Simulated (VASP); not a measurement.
# Mg2CdN2 (P-3m1) in VASP: a series of runs

Aim: see how the results for Mg2CdN2 move with the level of theory and the settings. Levels: PBE, PBE+D3(BJ). Tasks: single point.

All numbers are computed with VASP 6.6.1; they aren't measurements. Logs are shortened: lines on timing, memory, paths and dates and some standing lists are left out, and cuts for length are marked.

## 1. The cell of the first run

Symmetry: P-3m1, No. 164, trigonal system. Conventional cell: a = 3.553 Å, b = 3.553 Å, c = 5.984 Å, α = 90.00°, β = 90.00°, γ = 120.00°. Within 2.8 Å of Mg (site symmetry 3m) lie 4 N at 2.10 to 2.28 Å and 3 Mg at 2.75 Å. Cd (site symmetry -3m) has 6 N at 2.62 Å and 6 Mg at 2.92 Å and 6 Cd at 3.55 Å within 3.6 Å. Within 2.8 Å of N (site symmetry 3m) lie 4 Mg at 2.10 to 2.28 Å and 3 Cd at 2.62 Å.

## 2. Single point, PBE

Contents of INCAR:

```
ALGO = Normal
EDIFF = 1E-6
ENCUT = 520
GGA = PE
ISIF = 2
ISMEAR = 0
LASPH = True
LCHARG = True
LELF = True
LREAL = False
LVHAR = True
LWAVE = False
NBANDS = 21
NELM = 80
PREC = Accurate
SIGMA = 0.1
```

Contents of KPOINTS:

```
k-points
0
Gamma
  6 6 4
```

Contents of POSCAR:

```
Mg2CdN2
1.0
    3.5528825911      0.0000000000      0.0000000000
   -1.7764412955      3.0768865806      0.0000000000
    0.0000000000      0.0000000000      5.9838310064
Mg Cd N
2 1 2
Direct
    0.6666666700      0.3333333300      0.1534420000
    0.3333333300      0.6666666700      0.8465580000
    0.0000000000      0.0000000000      0.5000000000
    0.6666666700      0.3333333300      0.7722310000
    0.3333333300      0.6666666700      0.2277690000
```

Potentials or basis: VASP PAW PBE potentials, release 64 (Mg, Cd, N).

Launch:

```console
cat potpaw_PBE.64/Mg/POTCAR potpaw_PBE.64/Cd/POTCAR potpaw_PBE.64/N/POTCAR > POTCAR
mpirun -np 1 vasp_std > vasp.out
```

OUTCAR:

```text
EDIFF = 1E-6
   ENCUT = 520
   GGA = PE
   ISIF = 2
   ISMEAR = 0
   LASPH = True
   LREAL = False
   NELM = 80
   PREC = Accurate

 ion  position               nearest neighbor table
   1  0.667  0.333  0.153-   5 2.10   5 2.10   5 2.10   4 2.28   2 2.75   2 2.75   2 2.75   3 2.92
                             3 2.92   3 2.92
   2  0.333  0.667  0.847-   4 2.10   4 2.10   4 2.10   5 2.28   1 2.75   1 2.75   1 2.75   3 2.92
                             3 2.92   3 2.92
   3  0.000  0.000  0.500-   4 2.62   5 2.62   4 2.62   5 2.62   4 2.62   5 2.62   1 2.92   2 2.92
                             2 2.92   1 2.92   1 2.92   2 2.92
   4  0.667  0.333  0.772-   2 2.10   2 2.10   2 2.10   1 2.28   3 2.62   3 2.62   3 2.62
   5  0.333  0.667  0.228-   1 2.10   1 2.10   1 2.10   2 2.28   3 2.62   3 2.62   3 2.62

  LATTYP: Found a hexagonal cell.
 ALAT       =     3.5528825911
 C/A-ratio  =     1.6842186177

  Lattice vectors:

 A1 = (   3.5528825911,   0.0000000000,   0.0000000000)
 A2 = (  -1.7764412955,   3.0768865806,   0.0000000000)
 A3 = (   0.0000000000,   0.0000000000,   5.9838310064)

Analysis of symmetry for initial positions (statically):
=====================================================================
 Subroutine PRICEL returns:
 Original cell was already a primitive cell.

 Routine SETGRP: Setting up the symmetry group for a
 hexagonal supercell.

 Subroutine GETGRP returns: Found 12 space group operations
 (whereof 12 operations were pure point group operations)
 out of a pool of 24 trial point group operations.

The static configuration has the point symmetry D_3d.

Analysis of symmetry for dynamics (positions and initial velocities):
=====================================================================
 Subroutine PRICEL returns:
 Original cell was already a primitive cell.

 Routine SETGRP: Setting up the symmetry group for a
 hexagonal supercell.

 Subroutine GETGRP returns: Found 12 space group operations
 (whereof 12 operations were pure point group operations)
 out of a pool of 24 trial point group operations.

The dynamic configuration has the point symmetry D_3d.

 Subroutine INISYM returns: Found 12 space group operations
 (whereof 12 operations are pure point group operations),
 and found     1 'primitive' translations

----------------------------------------------------------------------------------------

                                     Primitive cell
[... 96 lines left out ...]
   EDIFF  = 0.1E-05   stopping-criterion for ELM
   LREAL  =      F    real-space projection
   EDIFFG = 0.1E-04   stopping-criterion for IOM
   NSW    =      0    number of steps for IOM
   IBRION =     -1    ionic relax: 0-MD 1-quasi-New 2-CG
   NFREE  =      0    steps in history (QN), initial steepest desc. (CG)
   ISIF   =      2    stress and relaxation
   ISYM   =      2    0-nonsym 1-usesym 2-fastsym
   POTIM  = 0.5000    time-step for ionic-motion
   TEBEG  =    0.0;   TEEND  =   0.0 temperature during run
   PSTRESS=    0.0 pullay stress
   NELECT =      26.0000    total number of electrons
   NUPDOWN=      -1.0000    fix difference up-down
   EMIN   =  10.00;   EMAX   =-10.00  energy-range for DOS
   EFERMI =   0.00;   METHOD = LEGACY
   ISMEAR =     0;   SIGMA  =   0.10  broadening in eV -4-tet -1-fermi 0-gaus
   EFERMI_NEDOS =   21; number of points for ismear=-14 and -15
   IALGO  =     38    algorithm
   IMIX   =      4    mixing-type and parameters
     AMIX     =   0.40;   BMIX     =  1.00
     AMIX_MAG =   1.60;   BMIX_MAG =  1.00
  volume/ion in A,a.u.               =      13.08        88.29
  Fermi-wavevector in a.u.,A,eV,Ry     =   1.203674  2.274613 19.712530  1.448830
  Thomas-Fermi vector in A             =   2.339420
   LORBIT       =      0    0 simple, 1 ext, 2 COOP (PROOUT), +10 PAW based schemes
   GGA     = PE    functional components
   LHFCALC =     F    Hartree Fock is set to
   AEXX    =    0.0000 exact exchange contribution
   IVDW    =     0    specifies the selected vdW correction
   LEPSILON=     F    determine dielectric tensor
   LRPA    =     F    only Hartree local field effects (RPA)
 non-spin polarized calculation
 Gauss-broadening in eV      SIGMA  =   0.10
  energy-cutoff  :      520.00
  volume of cell :       65.41
 maximum number of plane-waves:      1798
 NGX is ok and might be reduce to    28
   NGX = 13   NGY = 13   NGZ = 23

 number of electron      26.0000004 magnetization

 Free energy of the ion-electron system (eV)
  ---------------------------------------------------
  ext. energy  EPLUGINS =         0.00000000
  ---------------------------------------------------
  free energy    TOTEN  =       -21.62837210 eV

  energy without entropy =      -21.62828371  energy(sigma->0) =      -21.62832791

 E-fermi :   2.9710     XC(G=0): -10.6287

 val. band max:        2.7690359194   @ k =   0.1667   0.0000   0.0000
 cond. band min:       3.1232935875   @ k =   0.0000   0.0000   0.0000
 fundamental gap:      0.3542576681
 Fermi energy:         2.9710146792

 k-point     1 :       0.0000    0.0000    0.0000
  band No.  band energies     occupation
      1     -10.4214      2.00000
      2      -9.3903      2.00000
      3      -4.9257      2.00000
      4      -4.7914      2.00000
      5      -4.7914      2.00000
      6      -4.6140      2.00000
[... 565 lines left out ...]
     20      11.9090      0.00000
     21      14.2850      0.00000

------------------------ aborting loop because EDIFF is reached ----------------------------------------

  FORCE on cell =-STRESS in cart. coord.  units (eV):
  Direction    XX          YY          ZZ          XY          YZ          ZX
  --------------------------------------------------------------------------------------
  -------------------------------------------------------------------------------------
  Total       -0.1385049     -0.1385049     -0.1252266     -0.0000000      0.0000000      0.0000000
  in kB       -3.3923774     -3.3923774     -3.0671538     -0.0000000      0.0000000      0.0000000
  external PRESSURE =      -3.2839696 kB  Pullay stress =       0.0000000 kB

 VOLUME and BASIS-vectors are now :
 -----------------------------------------------------------------------------
  energy-cutoff  :      520.00
  volume of cell :       65.41
      direct lattice vectors                 reciprocal lattice vectors
     3.552882591  0.000000000  0.000000000     0.281461595  0.162501927  0.000000000
    -1.776441295  3.076886581  0.000000000     0.000000000  0.325003855  0.000000000
     0.000000000  0.000000000  5.983831006     0.000000000  0.000000000  0.167117019

 POSITION                                       TOTAL-FORCE (eV/Angst)
 -----------------------------------------------------------------------------------
      1.77644      1.02563      0.91817         0.000000      0.000000      0.026746
     -0.00000      2.05126      5.06566         0.000000      0.000000     -0.026746
      0.00000      0.00000      2.99192         0.000000      0.000000      0.000000
      1.77644      1.02563      4.62090         0.000000      0.000000      0.007898
     -0.00000      2.05126      1.36293        -0.000000      0.000000     -0.007898
 -----------------------------------------------------------------------------------
    total drift:                               -0.000000     -0.000000      0.000000

  FREE ENERGIE OF THE ION-ELECTRON SYSTEM (eV)
  ---------------------------------------------------
  free  energy   TOTEN  =       -21.6283721048 eV

  energy  without entropy=      -21.6282837135  energy(sigma->0) =      -21.62832791
```

OSZICAR:

```text
N       E                     dE             d eps       ncg     rms          rms(c)
DAV:   1     0.149082171964E+03    0.14908E+03   -0.12638E+04  1008   0.114E+03
DAV:   2    -0.163369751230E+02   -0.16542E+03   -0.15581E+03  1172   0.274E+02
DAV:   3    -0.273250261724E+02   -0.10988E+02   -0.10918E+02  1211   0.724E+01
DAV:   4    -0.274122421365E+02   -0.87216E-01   -0.87203E-01  1053   0.692E+00
DAV:   5    -0.274126908848E+02   -0.44875E-03   -0.44874E-03  1171   0.484E-01    0.126E+01
DAV:   6    -0.216576593210E+02    0.57550E+01   -0.23654E+01  1318   0.553E+01    0.925E+00
DAV:   7    -0.216998148005E+02   -0.42155E-01   -0.25976E+00  1028   0.126E+01    0.451E+00
DAV:   8    -0.216433904745E+02    0.56424E-01   -0.34743E-01  1101   0.350E+00    0.140E+00
DAV:   9    -0.216291747471E+02    0.14216E-01   -0.36554E-02  1138   0.127E+00    0.425E-01
DAV:  10    -0.216282066488E+02    0.96810E-03   -0.11178E-02  1048   0.697E-01    0.122E-01
DAV:  11    -0.216283599416E+02   -0.15329E-03   -0.61927E-04  1053   0.208E-01    0.447E-02
DAV:  12    -0.216283696802E+02   -0.97386E-05   -0.10268E-04  1157   0.748E-02    0.160E-02
DAV:  13    -0.216283717986E+02   -0.21184E-05   -0.73307E-06  1048   0.194E-02    0.456E-03
DAV:  14    -0.216283721048E+02   -0.30620E-06   -0.91642E-07   818   0.605E-03
   1 F= -.21628372E+02 E0= -.21628328E+02  d E =-.883913E-04
```

stdout:

```text
POSCAR found type information on POSCAR MgCdN
 POSCAR found :  3 types and       5 ions
 scaLAPACK will be used
 LDA part: xc-table for (Slater+PW92), standard interpolation
 POSCAR, INCAR and KPOINTS ok, starting setup
 FFT: planning ... GRIDC
 FFT: planning ... GRID_SOFT
 FFT: planning ... GRID
 WAVECAR not read
 entering main loop
```

Wall time 50 s (1 thread of Intel Xeon 8259CL, shared host); peak memory 0.2 GiB.

What came out:

```
Free energy            : -21.6284 eV
Pressure               : -0.3 GPa
Largest force          : 0.027 eV/Å
Band gap on the k mesh : 0.35 eV (least direct gap 0.68 eV)
```

Forces on the atoms (eV/Å):
```
Mg   0.000  0.000  0.027
Mg   0.000  0.000 -0.027
Cd   0.000  0.000  0.000
N    0.000  0.000  0.008
N    0.000  0.000 -0.008
```

(Part 1 of 2 ends here.)
